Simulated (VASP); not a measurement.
# LaHg2 (Cmmm) in VASP: electric field gradients with LDA

Aim: the electric field gradients of LaHg2 with LDA.

Program: VASP 6.6.1. These are calculated values, not measurements. Logs are shortened: lines on timing, memory, paths and dates and some standing lists are left out, and cuts for length are marked.

### Step 1. The cell of the first run

The structure is orthorhombic, space group Cmmm (No. 65). The conventional cell has a = 4.958 Å, b = 8.588 Å, c = 3.640 Å, α = 90.00°, β = 90.00°, γ = 90.00°. Within 4.4 Å of La (site symmetry mmm) lie 12 Hg at 3.32 to 3.54 Å and 2 La at 3.64 Å. Within 3.4 Å of Hg (site symmetry m2m) lie 3 Hg at 2.52 to 3.05 Å and 4 La at 3.32 Å.

### Step 2. Electric field gradients, LDA (shortest bond scaled by 0.88)

The input, INCAR:

```
SYSTEM = LaHg2
ALGO = Normal
EDIFF = 1E-8
ENCUT = 410
GGA = CA
GGA_COMPAT = .False.
ISIF = 2
ISMEAR = -1
LASPH = .True.
LCHARG = .False.
LEFG = .True.
LMAXMIX = 6
LREAL = .False.
LWAVE = .False.
NBANDS = 32
NELM = 200
PREC = Accurate
SIGMA = 0.05
```

The input, KPOINTS:

```
k-points
0
Gamma
  7 7 8
  0 0 0
```

The input, POSCAR:

```
LaHg2
1.0
    4.9580000000      0.0000000000      0.0000000000
   -2.4790000000      4.2937539520      0.0000000000
    0.0000000000      0.0000000000      3.6400000000
La Hg
1 2
Direct
    0.0000000000      0.0000000000      0.0000000000
    0.2933333333      0.6466666667      0.5000000000
    0.7066666667      0.3533333333      0.5000000000
```

Potentials or basis: VASP PAW LDA potentials, release 64 (La, Hg_sv_GW).

Command:

```
$ cat potpaw_LDA.64/La/POTCAR potpaw_LDA.64/Hg_sv_GW/POTCAR > POTCAR
$ mpirun -np 1 vasp_std > vasp.out
```

OUTCAR:

```text
SYSTEM = LaHg2
   EDIFF = 1E-8
   ENCUT = 410
   GGA = CA
   ISIF = 2
   ISMEAR = -1
   LASPH = .True.
   LREAL = .False.
   NELM = 200
   PREC = Accurate

 ion  position               nearest neighbor table
   1  0.000  0.000  0.000-   2 3.32   3 3.32   2 3.32   3 3.32   2 3.32   2 3.32   3 3.32   3 3.32

   2  0.293  0.647  0.500-   3 2.52   3 3.05   3 3.05   1 3.32   1 3.32   1 3.32   1 3.32
   3  0.707  0.353  0.500-   2 2.52   2 3.05   2 3.05   1 3.32   1 3.32   1 3.32   1 3.32

  LATTYP: Found a hexagonal cell.
 ALAT       =     4.9580000000
 C/A-ratio  =     0.7341670028

  Lattice vectors:

 A1 = (   4.9580000000,   0.0000000000,   0.0000000000)
 A2 = (  -2.4790000000,   4.2937539520,   0.0000000000)
 A3 = (   0.0000000000,   0.0000000000,   3.6400000000)

Analysis of symmetry for initial positions (statically):
=====================================================================
 Subroutine PRICEL returns:
 Original cell was already a primitive cell.

 Routine SETGRP: Setting up the symmetry group for a
 hexagonal supercell.

 Subroutine GETGRP returns: Found  8 space group operations
 (whereof  8 operations were pure point group operations)
 out of a pool of 24 trial point group operations.

The static configuration has the point symmetry D_2h.

Analysis of symmetry for dynamics (positions and initial velocities):
=====================================================================
 Subroutine PRICEL returns:
 Original cell was already a primitive cell.

 Routine SETGRP: Setting up the symmetry group for a
 hexagonal supercell.

 Subroutine GETGRP returns: Found  8 space group operations
 (whereof  8 operations were pure point group operations)
 out of a pool of 24 trial point group operations.

The dynamic configuration has the point symmetry D_2h.

 Subroutine INISYM returns: Found  8 space group operations
 (whereof  8 operations are pure point group operations),
 and found     1 'primitive' translations

----------------------------------------------------------------------------------------

[... 130 lines left out ...]
   NGX = 17   NGY = 17   NGZ = 13

 number of electron      51.0000023 magnetization

 Free energy of the ion-electron system (eV)
  ---------------------------------------------------
  ext. energy  EPLUGINS =         0.00000000
  ---------------------------------------------------
  free energy    TOTEN  =        -8.90472272 eV

  energy without entropy =       -8.88629740  energy(sigma->0) =       -8.89551006

 E-fermi :   7.7067     XC(G=0): -11.2580

 val. band max:        7.6948207884   @ k =   0.2857   0.1429   0.5000
 cond. band min:       7.7494394001   @ k =   0.0000   0.2857   0.1250
 fundamental gap:      0.0546186117
 Fermi energy:         7.7067281349

 k-point     1 :       0.0000    0.0000    0.0000
  band No.  band energies     occupation
      1    -107.3909      2.00000
      2    -107.3802      2.00000
      3     -56.1439      2.00000
      4     -55.9892      2.00000
      5     -55.9849      2.00000
      6     -55.9813      2.00000
[... 829 lines left out ...]
     31       9.3693      0.00000
     32       9.3791      0.00000

 [... further k-points ...]

------------------------ aborting loop because EDIFF is reached ----------------------------------------

  FORCE on cell =-STRESS in cart. coord.  units (eV):
  Direction    XX          YY          ZZ          XY          YZ          ZX
  --------------------------------------------------------------------------------------
  -------------------------------------------------------------------------------------
  Total        0.8857600     -0.9966662     -2.0817237      1.6302289      0.0000000      0.0000000
  in kB       18.3139308    -20.6070224    -43.0416206     33.7065342      0.0000000      0.0000000
  external PRESSURE =     -15.1115708 kB  Pullay stress =       0.0000000 kB

 VOLUME and BASIS-vectors are now :
 -----------------------------------------------------------------------------
  energy-cutoff  :      410.00
  volume of cell :       77.49
      direct lattice vectors                 reciprocal lattice vectors
     4.958000000  0.000000000  0.000000000     0.201694232  0.116448219  0.000000000
    -2.479000000  4.293753952  0.000000000     0.000000000  0.232896438  0.000000000
     0.000000000  0.000000000  3.640000000     0.000000000  0.000000000  0.274725275

 POSITION                                       TOTAL-FORCE (eV/Angst)
 -----------------------------------------------------------------------------------
      0.00000      0.00000      0.00000         0.000000      0.000000      0.000000
     -0.14874      2.77663      1.82000         2.511799      1.450188      0.000000
      2.62774      1.51713      1.82000        -2.511799     -1.450188      0.000000
 -----------------------------------------------------------------------------------
    total drift:                               -0.000000      0.000000     -0.000000

  FREE ENERGIE OF THE ION-ELECTRON SYSTEM (eV)
  ---------------------------------------------------
  free  energy   TOTEN  =        -8.9047227206 eV

  energy  without entropy=       -8.8862974043  energy(sigma->0) =       -8.89551006

 Electric field gradients (V/A^2)
---------------------------------------------------------------------
 ion       V_xx      V_yy      V_zz      V_xy      V_xz      V_yz
---------------------------------------------------------------------
   1     -18.654   -52.759    71.413    29.537    -0.000    -0.000
   2    -205.987   -94.681   300.668   -96.396    -0.000     0.000
   3    -205.987   -94.681   300.668   -96.396    -0.000    -0.000
---------------------------------------------------------------------

 Electric field gradients after diagonalization (V/A^2)
 (convention: |V_zz| > |V_xx| > |V_yy|)
----------------------------------------------------------------------
 ion       V_xx      V_yy      V_zz     asymmetry (V_yy - V_xx)/ V_zz
----------------------------------------------------------------------
   1     -69.813    -1.601    71.413       0.955
   2    -261.642   -39.026   300.668       0.740
   3    -261.642   -39.026   300.668       0.740
----------------------------------------------------------------------

           NMR quadrupolar parameters

 Cq : quadrupolar parameter    Cq=e*Q*V_zz/h
 eta: asymmetry parameters     (V_yy - V_xx)/ V_zz
 Q  : nuclear electric quadrupole moment in mb (millibarn)
----------------------------------------------------------------------
 ion       Cq(MHz)       eta       Q (mb)
----------------------------------------------------------------------
   1       0.173       0.955       1.000
   2       0.727       0.740       1.000
   3       0.727       0.740       1.000
----------------------------------------------------------------------
```

stdout:

```text
POSCAR found type information on POSCAR LaHg
 POSCAR found :  2 types and       3 ions
 scaLAPACK will be used
 LDA part: xc-table for (Slater(with rela. corr.)+CA(PZ))
 , standard interpolation
 POSCAR, INCAR and KPOINTS ok, starting setup
 FFT: planning ... GRIDC
 FFT: planning ... GRID_SOFT
 FFT: planning ... GRID
 WAVECAR not read
 entering main loop
ion   1

ion   2

ion   3
```

Wall time 69 s (1 thread of Intel Xeon 6975P-C (Granite Rapids), shared host); peak memory 0.28 GiB.

What came out:

```yaml
Free_energy: -8.9047 eV
Pressure: -1.5 GPa
Largest_force: 2.900 eV/Å
Band_gap_on_the_k_mesh: zero (an odd number of electrons rules out a gap without spin polarisation)
Largest_electric_field_gradient_by_atom: La +71.4; Hg +300.7 V/Å²
```

Forces on the atoms (eV/Å):
```
La   0.000  0.000  0.000
Hg   2.512  1.450  0.000
Hg  -2.512 -1.450  0.000
```

Levels at points of the mesh, in eV from the Fermi level:
| k point | band 24 | band 25 | band 26 | band 27 | band 28 | band 29 |
| --- | --- | --- | --- | --- | --- | --- |
| (0.00, 0.00, 0.00) | -1.27 | -0.73 | -0.38 | -0.16 | 1.35 | 1.43 |
| (0.00, 0.00, 0.50) | -2.95 | 0.45 | 0.75 | 1.00 | 1.20 | 1.20 |

Electric field gradients, principal values (V/Å²):
| atom | least | middle | greatest (by size) |
| --- | --- | --- | --- |
| 1 La | -1.601 | -69.813 | 71.413 |
| 2 Hg | -39.026 | -261.642 | 300.668 |
| 3 Hg | -39.026 | -261.642 | 300.668 |

Caveat: the cell differs from its parent crystal (shortest bond scaled by 0.88); the stress differs along the axes, from -4 to 2 GPa; without QUAD_EFG the Cq values of the log hold for a quadrupole moment of 1 mb, not for the nuclei; spin-orbit coupling is left out, which moves the levels of the heavy elements; forces of over 1 eV/Å act on the atoms, so gaps and moduli don't describe the material at rest.

The gap in the log of VASP goes by the Fermi energy; the results here count the filled bands.